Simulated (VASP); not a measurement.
# Pd in VASP: settings compared

Pd is run at these levels: LDA, RPBE+D3(BJ), PBEsol, PBE, RPBE; tasks: single point.

All numbers are computed with VASP 6.6.1; they aren't measurements. Logs are shortened: lines on timing, memory, paths and dates and some standing lists are left out, and cuts for length are marked.

## (1) The cell of the first run

Symmetry: Fm-3m, No. 225, cubic system. Conventional cell: a = 3.893 Å, b = 3.893 Å, c = 3.893 Å, α = 90.00°, β = 90.00°, γ = 90.00°. Pd (site symmetry m-3m) has 12 Pd at 2.75 Å within 3.6 Å.

## (2) Single point, LDA

Contents of INCAR:

```
SYSTEM = Pd
PREC = Accurate ; ENCUT = 520
EDIFF = 1E-6 ; ISMEAR = 0
SIGMA = 0.025 ; LREAL = .FALSE.
LASPH = .TRUE. ; NELM = 80
ALGO = Fast ; ISIF = 2
LWAVE = .FALSE. ; LCHARG = .FALSE.
GGA = CA ; NBANDS = 11
```

Contents of KPOINTS:

```
regular mesh
0
G
  12 12 12
  0 0 0
```

Contents of POSCAR:

```
Pd
1.0
    0.0000000000      1.9465000000      1.9465000000
    1.9465000000      0.0000000000      1.9465000000
    1.9465000000      1.9465000000      0.0000000000
Pd
1
Direct
    0.0000000000      0.0000000000      0.0000000000
```

Potentials or basis: VASP PAW LDA potentials, release 64 (Pd).

The run is started by

```sh
> cat potpaw_LDA.64/Pd/POTCAR > POTCAR
> mpirun -np 1 vasp_std > vasp.out
```

OUTCAR:

```text
SYSTEM = Pd
   PREC = Accurate
   ENCUT = 520
   EDIFF = 1E-6
   ISMEAR = 0
   LREAL = .FALSE.
   LASPH = .TRUE.
   NELM = 80
   ISIF = 2
   GGA = CA

 ion  position               nearest neighbor table
   1  0.000  0.000  0.000-

  LATTYP: Found a face centered cubic cell.
 ALAT       =     3.8930000000

  Lattice vectors:

 A1 = (   0.0000000000,   1.9465000000,   1.9465000000)
 A2 = (   1.9465000000,   0.0000000000,   1.9465000000)
 A3 = (   1.9465000000,   1.9465000000,   0.0000000000)

Analysis of symmetry for initial positions (statically):
[... 33 lines left out ...]
                                     Primitive cell

  volume of cell :      14.7500

  direct lattice vectors                    reciprocal lattice vectors
     0.000000000  1.946500000  1.946500000    -0.256871307  0.256871307  0.256871307
     1.946500000  0.000000000  1.946500000     0.256871307 -0.256871307  0.256871307
     1.946500000  1.946500000  0.000000000     0.256871307  0.256871307 -0.256871307

  length of vectors
     2.752766699  2.752766699  2.752766699     0.444914156  0.444914156  0.444914156

  position of ions in fractional coordinates (direct lattice)
     0.000000000  0.000000000  0.000000000

  ion indices of the primitive-cell ions
   primitive index   ion index
                 1           1

----------------------------------------------------------------------------------------

 KPOINTS: regular mesh

Automatic generation of k-mesh.
 Grid dimensions read from file:
 generate k-points for:   12   12   12

 Generating k-lattice:

  Cartesian coordinates                     Fractional coordinates (reciprocal lattice)
    -0.021405942  0.021405942  0.021405942     0.083333333  0.000000000  0.000000000
     0.021405942 -0.021405942  0.021405942     0.000000000  0.083333333  0.000000000
     0.021405942  0.021405942 -0.021405942     0.000000000  0.000000000  0.083333333

  Length of vectors
     0.037076180  0.037076180  0.037076180

  Shift w.r.t. Gamma in fractional coordinates (k-lattice)
     0.000000000  0.000000000  0.000000000

 Subroutine IBZKPT returns following result:
 ===========================================

 Found     72 irreducible k-points:

 Following reciprocal coordinates:
            Coordinates               Weight
  0.000000  0.000000  0.000000      1.000000
  0.083333  0.000000  0.000000      8.000000
  0.166667  0.000000  0.000000      8.000000
  0.250000  0.000000  0.000000      8.000000
  0.333333  0.000000  0.000000      8.000000
[... 37 lines left out ...]
   NELM   =     80;   NELMIN=  2; NELMDL= -5     # of ELM steps
   EDIFF  = 0.1E-05   stopping-criterion for ELM
   LREAL  =      F    real-space projection
   EDIFFG = 0.1E-04   stopping-criterion for IOM
   NSW    =      0    number of steps for IOM
   IBRION =     -1    ionic relax: 0-MD 1-quasi-New 2-CG
   NFREE  =      0    steps in history (QN), initial steepest desc. (CG)
   ISIF   =      2    stress and relaxation
   ISYM   =      2    0-nonsym 1-usesym 2-fastsym
   POTIM  = 0.5000    time-step for ionic-motion
   TEBEG  =    0.0;   TEEND  =   0.0 temperature during run
   PSTRESS=    0.0 pullay stress
   NELECT =      10.0000    total number of electrons
   NUPDOWN=      -1.0000    fix difference up-down
   EMIN   =  10.00;   EMAX   =-10.00  energy-range for DOS
   EFERMI =   0.00;   METHOD = LEGACY
   ISMEAR =     0;   SIGMA  =   0.03  broadening in eV -4-tet -1-fermi 0-gaus
   EFERMI_NEDOS =   21; number of points for ismear=-14 and -15
   IALGO  =     68    algorithm
   IMIX   =      4    mixing-type and parameters
     AMIX     =   0.40;   BMIX     =  1.00
     AMIX_MAG =   1.60;   BMIX_MAG =  1.00
  volume/ion in A,a.u.               =      14.75        99.54
  Fermi-wavevector in a.u.,A,eV,Ry     =   1.438171  2.717748 28.141404  2.068335
  Thomas-Fermi vector in A             =   2.557167
   LORBIT       =      0    0 simple, 1 ext, 2 COOP (PROOUT), +10 PAW based schemes
   GGA     = CA    functional components
   LHFCALC =     F    Hartree Fock is set to
   AEXX    =    0.0000 exact exchange contribution
   IVDW    =     0    specifies the selected vdW correction
   LEPSILON=     F    determine dielectric tensor
   LRPA    =     F    only Hartree local field effects (RPA)
 non-spin polarized calculation
 RMM-DIIS sequential band-by-band and
 Gauss-broadening in eV      SIGMA  =   0.03
  energy-cutoff  :      520.00
  volume of cell :       14.75
 maximum number of plane-waves:       415
   NGX = 11   NGY = 11   NGZ = 11

 number of electron      10.0000000 magnetization

 number of electron       9.9999999 magnetization

 Free energy of the ion-electron system (eV)
  ---------------------------------------------------
  ext. energy  EPLUGINS =         0.00000000
  ---------------------------------------------------
  free energy    TOTEN  =        -6.48228425 eV

  energy without entropy =       -6.48042963  energy(sigma->0) =       -6.48135694

 E-fermi :   9.5466     XC(G=0): -13.5199

 val. band max:        9.5457094037   @ k =  -0.4167   0.4167   0.1667
 cond. band min:       9.5470135147   @ k =  -0.4167   0.3333   0.0833
 fundamental gap:      0.0013041111
 Fermi energy:         9.5465698259

 k-point     1 :       0.0000    0.0000    0.0000
  band No.  band energies     occupation
      1       2.3549      2.00000
      2       6.7029      2.00000
      3       6.7029      2.00000
      4       6.7029      2.00000
      5       8.3506      2.00000
      6       8.3506      2.00000
      7      26.7250      0.00000
      8      31.4448      0.00000
      9      31.4448      0.00000
     10      31.4448      0.00000
     11      36.8191      0.00000
[... 309 lines left out ...]
 k-point    24 :      -0.4167    0.1667    0.0000
  band No.  band energies     occupation
      1       4.8392      2.00000
      2       6.2402      2.00000
      3       7.2108      2.00000
      4       7.6209      2.00000
      5       9.3234      2.00000
      6      13.1618      0.00000
      7      17.0955      0.00000
      8      25.3677      0.00000
      9      28.3606      0.00000
     10      29.3355      0.00000
     11      36.2742      0.00000

 [... further k-points ...]
[... 5 lines left out ...]
  --------------------------------------------------------------------------------------
  -------------------------------------------------------------------------------------
  Total       -0.7938284     -0.7938284     -0.7938284      0.0000000      0.0000000      0.0000000
  in kB      -86.2271476    -86.2271476    -86.2271476      0.0000000      0.0000000      0.0000000
  external PRESSURE =     -86.2271476 kB  Pullay stress =       0.0000000 kB

 VOLUME and BASIS-vectors are now :
 -----------------------------------------------------------------------------
  energy-cutoff  :      520.00
  volume of cell :       14.75
      direct lattice vectors                 reciprocal lattice vectors
     0.000000000  1.946500000  1.946500000    -0.256871307  0.256871307  0.256871307
     1.946500000  0.000000000  1.946500000     0.256871307 -0.256871307  0.256871307
     1.946500000  1.946500000  0.000000000     0.256871307  0.256871307 -0.256871307

 POSITION                                       TOTAL-FORCE (eV/Angst)
 -----------------------------------------------------------------------------------
      0.00000      0.00000      0.00000         0.000000     -0.000000     -0.000000
 -----------------------------------------------------------------------------------
    total drift:                                0.000000      0.000000      0.000000

  FREE ENERGIE OF THE ION-ELECTRON SYSTEM (eV)
  ---------------------------------------------------
  free  energy   TOTEN  =        -6.4822842458 eV

  energy  without entropy=       -6.4804296339  energy(sigma->0) =       -6.48135694
```

OSZICAR:

```text
N       E                     dE             d eps       ncg     rms          rms(c)
DAV:   1     0.404487101442E+02    0.40449E+02   -0.51061E+03  1592   0.849E+02
DAV:   2    -0.629954979090E+01   -0.46748E+02   -0.45242E+02  1737   0.180E+02
DAV:   3    -0.682871581381E+01   -0.52917E+00   -0.52794E+00  1913   0.211E+01
DAV:   4    -0.683078745061E+01   -0.20716E-02   -0.20713E-02  1921   0.137E+00
DAV:   5    -0.683080772863E+01   -0.20278E-04   -0.20278E-04  2065   0.123E-01    0.812E+00
RMM:   6    -0.650069314795E+01    0.33011E+00   -0.45774E-01  1666   0.617E+00    0.376E+00
RMM:   7    -0.648735195134E+01    0.13341E-01   -0.82592E-03  1890   0.101E+00    0.199E+00
RMM:   8    -0.648226846128E+01    0.50835E-02   -0.13563E-03  1898   0.388E-01    0.997E-02
RMM:   9    -0.648227698129E+01   -0.85200E-05   -0.17082E-04  2080   0.972E-02    0.240E-02
RMM:  10    -0.648228253504E+01   -0.55537E-05   -0.39052E-05  2048   0.424E-02    0.179E-02
RMM:  11    -0.648228497177E+01   -0.24367E-05   -0.82647E-06  1881   0.199E-02    0.109E-02
RMM:  12    -0.648228424575E+01    0.72602E-06   -0.36761E-06  1648   0.158E-02
   1 F= -.64822842E+01 E0= -.64813569E+01  d E =-.185461E-02
```

Run time: 16 s. Hardware: 1 thread of Intel Xeon Platinum 8259CL at 2.50GHz (Skylake/Cascade Lake), shared host; peak memory 0.12 GiB.

What came out:

```yaml
Free_energy: -6.4823 eV
Pressure: -8.6 GPa
Band_gap_on_the_k_mesh: zero (band 5 reaches 9.87 eV, above the bottom of band 6 at 8.28 eV)
```

Levels at points of the mesh, in eV from the Fermi level:
```
           k point  band 2  band 3  band 4  band 5  band 6  band 7  band 8  band 9
(0.00, 0.00, 0.00)   -2.84   -2.84   -2.84   -1.20   -1.20   17.18   21.90   21.90
(0.50, 0.00, 0.00)   -2.88   -2.88    0.01    0.01    0.99    7.28   16.55   20.96
(0.50, 0.50, 0.00)   -5.12   -0.01    0.32    0.32    3.29   10.75   13.11   13.11
```

## (3) Single point, RPBE+D3(BJ), non-collinear spin, typed start

Contents of INCAR:

```
PREC = Accurate
ENCUT = 520
EDIFF = 1E-6
ISMEAR = -1
SIGMA = 0.05
LREAL = False
LASPH = True
NELM = 150
ALGO = Fast
ISIF = 2
LWAVE = False
LCHARG = False
LNONCOLLINEAR = True
MAGMOM = 0.5 0 0
LORBIT = 11
LMAXMIX = 4
GGA = RP
IVDW = 12
NBANDS = 21
```

Contents of KPOINTS:

```
regular mesh
0
Gamma
  12 12 12
```

POSCAR is that of step 2.

Potentials or basis: VASP PAW PBE potentials, release 64 (Pd).

The run is started by

```sh
> cat potpaw_PBE.64/Pd/POTCAR > POTCAR
> mpirun -np 1 vasp_ncl > vasp.out
```

Run time: 4.3 min. Hardware: 1 thread of Intel Xeon Platinum 8259CL at 2.50GHz (Skylake/Cascade Lake), shared host; peak memory 0.25 GiB.

The run converged. Its results:

* Free energy: -8.0851 eV
* Pressure: -30.2 GPa
* Band gap on the k mesh: zero (band 10 reaches 10.26 eV, above the bottom of band 11 at 8.65 eV)
* Net moment: 0.20 μB per cell
* Valence electrons inside the program's atomic spheres: Pd 9.45
* Dispersion energy per atom: -3.478 eV

Levels at points of the mesh, in eV from the Fermi level:
| k point | band 6 | band 7 | band 8 | band 9 | band 10 | band 11 | band 12 | band 13 | band 14 | band 15 |
| --- | --- | --- | --- | --- | --- | --- | --- | --- | --- | --- |
| (0.00, 0.00, 0.00) | -2.74 | -2.74 | -2.74 | -1.29 | -1.29 | -1.15 | -1.15 | 17.21 | 17.22 | 22.01 |
| (0.50, 0.00, 0.00) | -2.80 | -0.11 | -0.11 | 0.07 | 0.07 | 1.06 | 1.08 | 7.32 | 7.43 | 16.56 |
| (0.50, 0.50, 0.00) | 0.02 | 0.20 | 0.20 | 0.40 | 0.40 | 3.41 | 3.41 | 10.79 | 10.86 | 13.28 |
| (0.00, 0.50, 0.50) | 0.02 | 0.20 | 0.20 | 0.40 | 0.40 | 3.41 | 3.41 | 10.79 | 10.86 | 13.28 |

Moments on the atoms (μB; x, y, z):
```
Pd  0.20 0.00 0.00
```

Caveat: the PAW data sets were made with another functional, which shifts forces and pressure a little; pairwise dispersion overbinds metals, which lowers pressure and volume.

[end of part 1 of 2]
